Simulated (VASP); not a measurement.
Mg: elastic constants with LDA

Mg:

```
Mg
1.0
     2.85547    0.00000    0.00000
    -1.42773    2.47291    0.00000
     0.00000    0.00000    4.60190
Mg
2
Direct
  0.33333 0.66667 0.25000
  0.66667 0.33333 0.75000
```

```yaml
Program: VASP 6.6.1
Task: elastic constants
Functional: LDA
Potentials_or_basis: VASP PAW LDA potentials, release 64 (Mg)
Cutoff: 600 eV
k_mesh: 16 × 16 × 8
Occupations: fermi-dirac, width 0.1 eV
Spin: no spin polarisation
Dipole_correction: no
Ions_in_elastic_constants: relaxed
Further_INCAR_settings: ALGO = Normal; EDIFF = 1e-08; NBANDS = 9; IBRION = 6; POTIM = 0.015; NSW = 1; ISIF = 3
```

- Voigt bulk modulus: 90 GPa
- Highest phonon frequency at Γ: 401 cm⁻¹

Phonon frequencies in cm⁻¹ (negative: imaginary):
```
              q point        frequencies
(0.000, 0.000, 0.000)  0 0 0 176 176 401
```

Elastic tensor in Voigt notation (GPa, in the Cartesian axes of the cell as first typed):
```
135  86  49   0   0   0
 86 135  49   0   0   0
 49  49 173   0   0   0
  0   0   0  43   0   0
  0   0   0   0  43   0
  0   0   0   0   0  25
```

Clamped-ion elastic tensor (GPa):
```
155  66  49   0   0   0
 66 155  49   0   0   0
 49  49 173   0   0   0
  0   0   0  43   0   0
  0   0   0   0  43   0
  0   0   0   0   0  45
```

Run time: 22 min on 1 thread of Intel Xeon 8259CL (shared host), peak memory 0.49 GiB.

Caveat: the cell is under stress, which shifts elastic constants.
